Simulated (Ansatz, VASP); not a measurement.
Mn3Si: VASP beside Ansatz

The input INCAR:

```
PREC = Accurate
ENCUT = 520
EDIFF = 1E-6
ISMEAR = -1
SIGMA = 0.05
LREAL = False
LASPH = True
NELM = 150
ALGO = Normal
ISIF = 2
LWAVE = False
LCHARG = False
ISPIN = 2
MAGMOM = 4 4 4 0
LORBIT = 11
LMAXMIX = 4
NBANDS = 34
```

File KPOINTS:

```
regular mesh
0
Gamma
  10 10 10
```

Contents of POSCAR:

```
Mn3Si
1.0
    0.0000000000      2.8610000000      2.8610000000
    2.8610000000      0.0000000000      2.8610000000
    2.8610000000      2.8610000000      0.0000000000
Mn Si
3 1
Direct
    0.5000000000      0.5000000000      0.5000000000
    0.2500000000      0.2500000000      0.2500000000
    0.7500000000      0.7500000000      0.7500000000
    0.0000000000      0.0000000000      0.0000000000
```

Input for Ansatz:

```yaml
crystal:
  lattice:
    - [0.0, 2.861, 2.861]
    - [2.861, 0.0, 2.861]
    - [2.861, 2.861, 0.0]
  atoms:
    - { symbol: Mn, position: [0.5, 0.5, 0.5], spin: 4.0 }
    - { symbol: Mn, position: [0.25, 0.25, 0.25], spin: 4.0 }
    - { symbol: Mn, position: [0.75, 0.75, 0.75], spin: 4.0 }
    - { symbol: Si, position: [0.0, 0.0, 0.0] }
magnetization:
  spin_polarized: true
kpoints:
  mp_grid: { grid: [10, 10, 10] }
scf:
  occupations: { method: fermi_dirac, width: 0.05 }
  lower_state_search: "off"
hamiltonian:
  xc: lda
  pseudopotentials: { kind: paw }
output:
  forces: true
  stress: true
  eigenvalues: true
  write_density: true
  write_potential: true
  elf: true
  volumetric_format: npy
```

Alike in both runs: task single point; functional LDA; k mesh 10 × 10 × 10; occupations fermi-dirac, width 0.05 eV; collinear spin.

|  | VASP | Ansatz |
| --- | --- | --- |
| version | VASP 6.6.1 | Ansatz 0.2.0 |
| potentials or method | VASP PAW LDA potentials, release 64 (Mn_pv, Si) | PAW with Ansatz's default frozen-core files, scalar-relativistic |
| plane-wave cutoff (eV) | 520 | 420 |
| valence electrons in the cell | 43 | 49 |

Ansatz gave:

| Property | Result |
| --- | --- |
| pressure (GPa) | -23.4 |
| net moment per atom (μB) | 0.26 |
| size of the moment on the site where the two differ most (μB) | 2.37 |

Problem. Estimate VASP's values.

Solution. Pressure (GPa): -24.0; net moment per atom (μB): 0.27; size of the moment on the site where the two differ most (μB): 2.29.

LDA's correlation is that of Perdew and Zunger in VASP and of Perdew and Wang (1992) in Ansatz. Site moments also hang on the region over which each program counts them. VASP's potentials hold 43 valence electrons a cell and Ansatz's 49, so a difference there can come from the potentials and not from the codes. Ansatz's warnings: seeded moment not kept.
